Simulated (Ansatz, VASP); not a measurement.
**One calculation of H, two programs**

Contents of INCAR:

```
PREC = Accurate
ENCUT = 400
EDIFF = 1E-8
ISMEAR = -1
SIGMA = 0.01
LREAL = False
LASPH = True
NELM = 120
ALGO = Normal
ISIF = 2
LWAVE = False
LCHARG = False
GGA = PE
LEFG = True
NBANDS = 8
GGA_COMPAT = False
```

File KPOINTS:

```
regular mesh
0
Gamma
  13 13 7
```

The input POSCAR:

```
H
1.0
    2.0349512728      0.0000000000      0.0000000000
   -1.0174756365      1.7623194977      0.0000000000
    0.0000000000      0.0000000000      3.2690515894
H
2
Direct
    0.3333333333      0.6666666667      0.2500000000
    0.6666666667      0.3333333333      0.7500000000
```

Input for Ansatz:

```yaml
crystal:
  lattice:
    - [2.0349512728, 0.0, 0.0]
    - [-1.0174756365, 1.7623194977, 0.0]
    - [0.0, 0.0, 3.2690515894]
  atoms:
    - { symbol: H, position: [0.3333333333, 0.6666666667, 0.25] }
    - { symbol: H, position: [0.6666666667, 0.3333333333, 0.75] }
kpoints:
  mp_grid: { grid: [13, 13, 7] }
scf:
  occupations: { method: fermi_dirac, width: 0.01 }
hamiltonian:
  xc: pbe
  pseudopotentials: { kind: paw }
output:
  forces: true
  stress: true
  eigenvalues: true
  efg: { contact_densities: true }
```

Change from the starting cell: volume scaled by 1.03, PAW files.

Alike in both runs: task electric field gradients; functional PBE; k mesh 13 × 13 × 7; occupations fermi-dirac, width 0.01 eV; no spin polarisation.

|  | VASP | Ansatz |
| --- | --- | --- |
| version | VASP 6.6.1 | Ansatz 0.2.0 |
| potentials or method | VASP PAW PBE potentials, release 64 (H) | PAW with Ansatz's default frozen-core files, scalar-relativistic |
| plane-wave cutoff (eV) | 400 | 420 |
| valence electrons in the cell | 2 | 2 |

|  | VASP | Ansatz | Ansatz less VASP |
| --- | --- | --- | --- |
| pressure (GPa) | -24.4 | -23.5 | +0.98 |
| traceless stress, the component that is largest in VASP (GPa) | -2.03 | -2.05 | -0.021 |
